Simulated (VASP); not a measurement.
# AlN (P6_3mc) in VASP: further runs, part 2 of 2

VASP 6.6.1.

## 3. Single point, PBE (atoms displaced along a vibrational mode, the cell strained)

INCAR reads:

```
  PREC = Accurate
  ENCUT = 520
  EDIFF = 1E-6
  ISMEAR = 0
  SIGMA = 0.05
  LREAL = F
  LASPH = T
  NELM = 100
  ALGO = Normal
  ISIF = 2
  LWAVE = F
  LCHARG = T
  GGA = PE
  LELF = T
  LVHAR = T
  NBANDS = 16
```

KPOINTS reads:

```
Automatic mesh
0
Gamma
  9 9 6
```

POSCAR reads:

```
AlN
1.0
    3.0776198361      0.0000000000      0.0000000000
   -1.5388099180      2.6652969613      0.0000000000
    0.0000000000      0.0000000000      4.9331731272
Al N
2 2
Direct
    0.3333333333      0.6666666667      0.0017290859
    0.6666666667      0.3333333333      0.5017290859
    0.3333333333      0.6666666667      0.3832709141
    0.6666666667      0.3333333333      0.8832709141
```

Potentials or basis: VASP PAW PBE potentials, release 64 (Al, N).

The run is started by

```console
$ cat potpaw_PBE.64/Al/POTCAR potpaw_PBE.64/N/POTCAR > POTCAR
$ mpirun -np 1 vasp_std > vasp.out
```

OUTCAR:

```text
PREC = Accurate
   ENCUT = 520
   EDIFF = 1E-6
   ISMEAR = 0
   LREAL = F
   LASPH = T
   NELM = 100
   ISIF = 2
   GGA = PE

 ion  position               nearest neighbor table
   1  0.333  0.667  0.002-   4 1.87   4 1.87   4 1.87   3 1.88   2 3.04   2 3.04   2 3.04   2 3.04
                             2 3.04   2 3.04
   2  0.667  0.333  0.502-   3 1.87   3 1.87   3 1.87   4 1.88   1 3.04   1 3.04   1 3.04   1 3.04
                             1 3.04   1 3.04
   3  0.333  0.667  0.383-   2 1.87   2 1.87   2 1.87   1 1.88
   4  0.667  0.333  0.883-   1 1.87   1 1.87   1 1.87   2 1.88

  LATTYP: Found a hexagonal cell.
 ALAT       =     3.0776198361
 C/A-ratio  =     1.6029182907

  Lattice vectors:

 A1 = (   3.0776198361,   0.0000000000,   0.0000000000)
 A2 = (  -1.5388099180,   2.6652969613,   0.0000000000)
 A3 = (   0.0000000000,   0.0000000000,   4.9331731272)

Analysis of symmetry for initial positions (statically):
=====================================================================
 Subroutine PRICEL returns:
 Original cell was already a primitive cell.

 Routine SETGRP: Setting up the symmetry group for a
 hexagonal supercell.

 Subroutine GETGRP returns: Found 12 space group operations
 (whereof  6 operations were pure point group operations)
 out of a pool of 24 trial point group operations.

The static configuration has the point symmetry C_3v.
 The point group associated with its full space group is C_6v.

Analysis of symmetry for dynamics (positions and initial velocities):
=====================================================================
 Subroutine PRICEL returns:
 Original cell was already a primitive cell.

 Routine SETGRP: Setting up the symmetry group for a
 hexagonal supercell.

 Subroutine GETGRP returns: Found 12 space group operations
 (whereof  6 operations were pure point group operations)
 out of a pool of 24 trial point group operations.

The dynamic configuration has the point symmetry C_3v.
 The point group associated with its full space group is C_6v.

 Subroutine INISYM returns: Found 12 space group operations
 (whereof  6 operations are pure point group operations),
 and found     1 'primitive' translations

----------------------------------------------------------------------------------------

                                     Primitive cell

  volume of cell :      40.4657

  direct lattice vectors                    reciprocal lattice vectors
     3.077619836  0.000000000  0.000000000     0.324926421  0.187596357  0.000000000
    -1.538809918  2.665296961  0.000000000     0.000000000  0.375192714  0.000000000
     0.000000000  0.000000000  4.933173127     0.000000000  0.000000000  0.202709286

  length of vectors
     3.077619836  3.077619836  4.933173127     0.375192714  0.375192714  0.202709286

  position of ions in fractional coordinates (direct lattice)
     0.333333333  0.666666667  0.001729086
     0.666666667  0.333333333  0.501729086
     0.333333333  0.666666667  0.383270914
     0.666666667  0.333333333  0.883270914

  ion indices of the primitive-cell ions
   primitive index   ion index
                 1           1
                 2           2
                 3           3
                 4           4

----------------------------------------------------------------------------------------

 KPOINTS: Automatic mesh

Automatic generation of k-mesh.
 Grid dimensions read from file:
 generate k-points for:    9    9    6

 Generating k-lattice:

  Cartesian coordinates                     Fractional coordinates (reciprocal lattice)
     0.036102936  0.020844040  0.000000000     0.111111111  0.000000000  0.000000000
     0.000000000  0.041688079  0.000000000     0.000000000  0.111111111  0.000000000
     0.000000000  0.000000000  0.033784881     0.000000000  0.000000000  0.166666667

  Length of vectors
     0.041688079  0.041688079  0.033784881

  Shift w.r.t. Gamma in fractional coordinates (k-lattice)
     0.000000000  0.000000000  0.000000000

 Subroutine IBZKPT returns following result:
 ===========================================

 Found     48 irreducible k-points:

 Following reciprocal coordinates:
            Coordinates               Weight
  0.000000  0.000000  0.000000      1.000000
  0.111111  0.000000  0.000000      6.000000
  0.222222 -0.000000  0.000000      6.000000
  0.333333 -0.000000  0.000000      6.000000
  0.444444 -0.000000  0.000000      6.000000
  0.111111  0.111111  0.000000      6.000000
[... 16 lines left out ...]
  0.333333  0.222222  0.166667     24.000000
  0.333333  0.333333  0.166667      4.000000
 [... further k-points ...]
   k-points           NKPTS =     48   k-points in BZ     NKDIM =     48   number of bands    NBANDS=     16
   number of dos      NEDOS =    301   number of ions     NIONS =      4
   total plane-waves  NPLWV =  23040
   dimension x,y,z NGX =    24 NGY =   24 NGZ =   40
   dimension x,y,z NGXF=    48 NGYF=   48 NGZF=   80
   ions per type =               2   2
   NGX,Y,Z   is equivalent  to a cutoff of  12.96, 12.96, 13.48 a.u.
   NGXF,Y,Z  is equivalent  to a cutoff of  25.93, 25.93, 26.96 a.u.
 SYSTEM =  unknown system
   PREC   = accura    normal or accurate (medium, high low for compatibility)
   ISTART =      0    job   : 0-new  1-cont  2-samecut
   ICHARG =      2    charge: 1-file 2-atom 10-const
   ISPIN  =      1    spin polarized calculation?
   LNONCOLLINEAR =      F non collinear calculations
   LSORBIT =      F    spin-orbit coupling
   LASPH  =      T    aspherical Exc in radial PAW
   ENCUT  =  520.0 eV  38.22 Ry    6.18 a.u.   5.72  5.72  9.17*2*pi/ulx,y,z
   NELM   =    100;   NELMIN=  2; NELMDL= -5     # of ELM steps
   EDIFF  = 0.1E-05   stopping-criterion for ELM
   LREAL  =      F    real-space projection
   EDIFFG = 0.1E-04   stopping-criterion for IOM
   NSW    =      0    number of steps for IOM
   IBRION =     -1    ionic relax: 0-MD 1-quasi-New 2-CG
   NFREE  =      0    steps in history (QN), initial steepest desc. (CG)
   ISIF   =      2    stress and relaxation
   ISYM   =      2    0-nonsym 1-usesym 2-fastsym
   POTIM  = 0.5000    time-step for ionic-motion
   TEBEG  =    0.0;   TEEND  =   0.0 temperature during run
   PSTRESS=    0.0 pullay stress
   NELECT =      16.0000    total number of electrons
   NUPDOWN=      -1.0000    fix difference up-down
   EMIN   =  10.00;   EMAX   =-10.00  energy-range for DOS
   EFERMI =   0.00;   METHOD = LEGACY
   ISMEAR =     0;   SIGMA  =   0.05  broadening in eV -4-tet -1-fermi 0-gaus
   EFERMI_NEDOS =   21; number of points for ismear=-14 and -15
   IALGO  =     38    algorithm
   IMIX   =      4    mixing-type and parameters
     AMIX     =   0.40;   BMIX     =  1.00
     AMIX_MAG =   1.60;   BMIX_MAG =  1.00
  volume/ion in A,a.u.               =      10.12        68.27
  Fermi-wavevector in a.u.,A,eV,Ry     =   1.201580  2.270656 19.644001  1.443793
  Thomas-Fermi vector in A             =   2.337384
   LORBIT       =      0    0 simple, 1 ext, 2 COOP (PROOUT), +10 PAW based schemes
   GGA     = PE    functional components
   LHFCALC =     F    Hartree Fock is set to
   AEXX    =    0.0000 exact exchange contribution
   IVDW    =     0    specifies the selected vdW correction
   LEPSILON=     F    determine dielectric tensor
   LRPA    =     F    only Hartree local field effects (RPA)
 non-spin polarized calculation
 Gauss-broadening in eV      SIGMA  =   0.05
  energy-cutoff  :      520.00
  volume of cell :       40.47
 maximum number of plane-waves:      1106
 NGX is ok and might be reduce to    24
   NGX = 11   NGY = 11   NGZ = 19

 number of electron      15.9999996 magnetization

 Free energy of the ion-electron system (eV)
  ---------------------------------------------------
  ext. energy  EPLUGINS =         0.00000000
  ---------------------------------------------------
  free energy    TOTEN  =       -29.71387844 eV

  energy without entropy =      -29.71387844  energy(sigma->0) =      -29.71387844

 E-fermi :   6.6887     XC(G=0): -11.0492

 val. band max:        6.4569469607   @ k =   0.0000   0.0000   0.0000
 cond. band min:      10.9513512019   @ k =   0.0000   0.0000   0.0000
 fundamental gap:      4.4944042412
 Fermi energy:         6.6886847791

 k-point     1 :       0.0000    0.0000    0.0000
  band No.  band energies     occupation
      1      -8.9186      2.00000
      2      -6.6771      2.00000
      3       0.3210      2.00000
      4       5.5882      2.00000
      5       5.5882      2.00000
      6       6.2425      2.00000
[... 433 lines left out ...]
      3       1.6229      2.00000
      4       2.2272      2.00000
      5       2.2272      2.00000
      6       3.6864      2.00000
[... 8 lines left out ...]
     15      19.7453      0.00000
     16      21.9900      0.00000

 [... further k-points ...]
[... 5 lines left out ...]
  --------------------------------------------------------------------------------------
  -------------------------------------------------------------------------------------
  Total        2.7437323      2.7437323      2.5841659      0.0000000      0.0000000      0.0000000
  in kB      108.6339043    108.6339043    102.3161134      0.0000000      0.0000000      0.0000000
  external PRESSURE =     106.5279740 kB  Pullay stress =       0.0000000 kB

 VOLUME and BASIS-vectors are now :
 -----------------------------------------------------------------------------
  energy-cutoff  :      520.00
  volume of cell :       40.47
      direct lattice vectors                 reciprocal lattice vectors
     3.077619836  0.000000000  0.000000000     0.324926421  0.187596357  0.000000000
    -1.538809918  2.665296961  0.000000000     0.000000000  0.375192714  0.000000000
     0.000000000  0.000000000  4.933173127     0.000000000  0.000000000  0.202709286

 POSITION                                       TOTAL-FORCE (eV/Angst)
 -----------------------------------------------------------------------------------
     -0.00000      1.77686      0.00853        -0.000000      0.000000     -0.020593
      1.53881      0.88843      2.47512         0.000000     -0.000000     -0.020593
     -0.00000      1.77686      1.89074        -0.000000      0.000000      0.020593
      1.53881      0.88843      4.35733         0.000000      0.000000      0.020593
 -----------------------------------------------------------------------------------
    total drift:                                0.000000      0.000000     -0.000853

  FREE ENERGIE OF THE ION-ELECTRON SYSTEM (eV)
  ---------------------------------------------------
  free  energy   TOTEN  =       -29.7138784384 eV

  energy  without entropy=      -29.7138784384  energy(sigma->0) =      -29.71387844
```

stdout:

```text
POSCAR found type information on POSCAR AlN
 POSCAR found :  2 types and       4 ions
 scaLAPACK will be used
 LDA part: xc-table for (Slater+PW92), standard interpolation
 POSCAR, INCAR and KPOINTS ok, starting setup
 FFT: planning ... GRIDC
 FFT: planning ... GRID_SOFT
 FFT: planning ... GRID
 WAVECAR not read
 entering main loop
```

Wall time 40 s (1 thread of Intel Xeon 8259CL, shared host); peak memory 0.17 GiB.

What came out:

- Free energy: -29.7139 eV
- Pressure: 10.7 GPa
- Largest force: 0.021 eV/Å
- Band gap on the k mesh: 4.49 eV

Forces in eV/Å, atoms in the order of the input:
```
Al   0.000  0.000 -0.021
Al   0.000  0.000 -0.021
N    0.000  0.000  0.021
N    0.000  0.000  0.021
```

Stress tensor (GPa, compression positive):
```
10.86  0.00  0.00
 0.00 10.86  0.00
 0.00  0.00 10.23
```

Caveat: the cell differs from its parent crystal (atoms displaced along a vibrational mode, the cell strained); the cell stands under pressure; an odd mesh through Γ misses points on the zone boundary, where band edges can lie.
